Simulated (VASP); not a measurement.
Wanted: the native input for a VASP 6.6.1 run.

```yaml
Task: relaxation of volume and atoms at fixed shape
Functional: r2SCAN
Potentials_or_basis: VASP PAW PBE potentials, release 64 (Cd_sv_GW, W_sv)
Cutoff: 700 eV
k_mesh: 6 × 6 × 6
Occupations: fermi-dirac, width 0.1 eV
Spin: no spin polarisation
Dipole_correction: no
Further_INCAR_settings: ALGO = Normal; EDIFF = 1e-07; IBRION = 2; EDIFFG = -0.02; NSW = 80; ISIF = 8
```

The system is CdW.

```
Cd W
1.0
     3.33500    0.00000    0.00000
     0.00000    3.33500    0.00000
     0.00000    0.00000    3.33500
Cd W
1 1
Direct
  0.00000 0.00000 0.00000
  0.50000 0.50000 0.50000
```

One way to write it, as run:

POSCAR

```
CdW
1.0
    3.3350000000      0.0000000000      0.0000000000
    0.0000000000      3.3350000000      0.0000000000
    0.0000000000      0.0000000000      3.3350000000
Cd W
1 1
Direct
    0.0000000000      0.0000000000      0.0000000000
    0.5000000000      0.5000000000      0.5000000000
```

INCAR.step1

```
ALGO = Normal
EDIFF = 1E-5
EDIFFG = -0.005
ENCUT = 700
GGA = PE
GGA_COMPAT = F
IBRION = 2
ISIF = 3
ISMEAR = -1
LASPH = T
LCHARG = F
LREAL = F
LWAVE = T
NELM = 120
NELMIN = 4
NSW = 100
PREC = Accurate
SIGMA = 0.1
```

INCAR.step2

```
ALGO = Normal
EDIFF = 1E-7
EDIFFG = -0.02
ENCUT = 700
GGA_COMPAT = F
IBRION = 2
ISIF = 8
ISMEAR = -1
ISTART = 1
LASPH = T
LCHARG = F
LMIXTAU = T
LREAL = F
LWAVE = F
METAGGA = R2SCAN
NELM = 120
NELMIN = 4
NSW = 80
PREC = Accurate
SIGMA = 0.1
```

KPOINTS

```
k-points
0
Gamma
  6 6 6
```

Potentials or basis: VASP PAW PBE potentials, release 64 (Cd_sv_GW, W_sv).

Command:

```sh
$ cat potpaw_PBE.64/Cd_sv_GW/POTCAR potpaw_PBE.64/W_sv/POTCAR > POTCAR
$ cp INCAR.step1 INCAR
$ mpirun -np 1 vasp_std > vasp.out
$ cp INCAR.step2 INCAR
$ mpirun -np 1 vasp_std > vasp.out
```

Results of the run:

The relaxed volume is 17.26 Å³/atom. The relaxed cell is a = 3.256 Å, b = 3.256 Å, c = 3.256 Å, α = 90.00°, β = 90.00°, γ = 90.00° and the space group after relaxing (to 0.1 Å) is Pm-3m (No. 221). The energy gained by relaxing is 47.8 meV/atom and the ionic steps are 4. The pressure after relaxing is -0.1 GPa and the band gap on the k mesh is zero (bands 17 and 18 overlap by 3.48 eV).

Caveat: the PAW data sets were made with another functional, which shifts forces and pressure a little; spin-orbit coupling is left out, which moves the levels of the heavy elements.

Wall time 3.6 min on 1 thread of Intel(R) Xeon(R) 6975P-C (Granite Rapids), on a shared host, peak memory 0.21 GiB.
